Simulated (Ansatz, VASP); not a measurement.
## One calculation of AlRh2, two programs

INCAR

```
ALGO = Normal
EDIFF = 1E-7
EDIFFG = -0.04
ENCUT = 500
GGA = PE
GGA_COMPAT = F
IBRION = 2
ISIF = 3
ISMEAR = 0
LASPH = T
LCHARG = F
LREAL = F
LWAVE = F
NELM = 120
NELMIN = 4
NSW = 90
PREC = Accurate
SIGMA = 0.1
```

Contents of KPOINTS:

```
k-points
0
Gamma
  6 6 6
```

File POSCAR:

```
AlRh2
1.0
    3.9547011182      0.0000000000      0.0000000000
   -1.9773505592      3.4248716328      0.0000000000
    0.0000000000      0.0000000000      2.7815951896
Al Rh
1 2
Direct
    0.0000000000      0.0000000000      0.0000000000
    0.3333333333      0.6666666667      0.5000000000
    0.6666666667      0.3333333333      0.5000000000
```

Input for Ansatz:

```yaml
crystal:
  lattice:
    - [3.9547011182, 0.0, 0.0]
    - [-1.9773505592, 3.4248716328, 0.0]
    - [0.0, 0.0, 2.7815951896]
  atoms:
    - { symbol: Al, position: [0.0, 0.0, 0.0] }
    - { symbol: Rh, position: [0.3333333333, 0.6666666667, 0.5] }
    - { symbol: Rh, position: [0.6666666667, 0.3333333333, 0.5] }
basis:
  ecutwfc: 420
kpoints:
  mp_grid: { grid: [6, 6, 6] }
hamiltonian:
  xc: pbe
scf:
  occupations: { method: gaussian, width: 0.1 }
  lower_state_search: "off"
output:
  forces: true
  stress: true
  eigenvalues: true
relax:
  adjacent_minimum: "off"
  f_tol: 0.04
  max_steps: 70
  cell: { stress_tol: 0.4 }
```

Alike in both runs: task relaxation of cell and atoms; functional PBE; k mesh 6 × 6 × 6; occupations gaussian, width 0.1 eV; no spin polarisation.

|  | VASP | Ansatz |
| --- | --- | --- |
| version | VASP 6.6.1 | Ansatz 0.2.0 |
| potentials or method | VASP PAW PBE potentials, release 64 (Al, Rh_pv), cutoff 500 eV | scalar-relativistic, plane waves, PAW |
| valence electrons in the cell | 33 | 37 |

|  | VASP | Ansatz | Ansatz less VASP |
| --- | --- | --- | --- |
| gap on the k mesh at the Fermi level, each at its own relaxed structure (eV) | none | none | - |
| relaxed volume (Å³/atom) | 14.63 | 14.66 | +0.027 |
| relaxed cell length with the largest relative difference (Å) | 4.291 | 4.295 | +0.0040 |

A gap of «none» marks a metal or a gap that the smearing closes. VASP's potentials hold 33 valence electrons a cell and Ansatz's 37, so a difference there can come from the potentials and not from the codes.

The k mesh is coarse, so the values compare programs but aren't converged. Noted on VASP's run: the volume moved by over 15 % at a fixed basis, so the end points are rough.
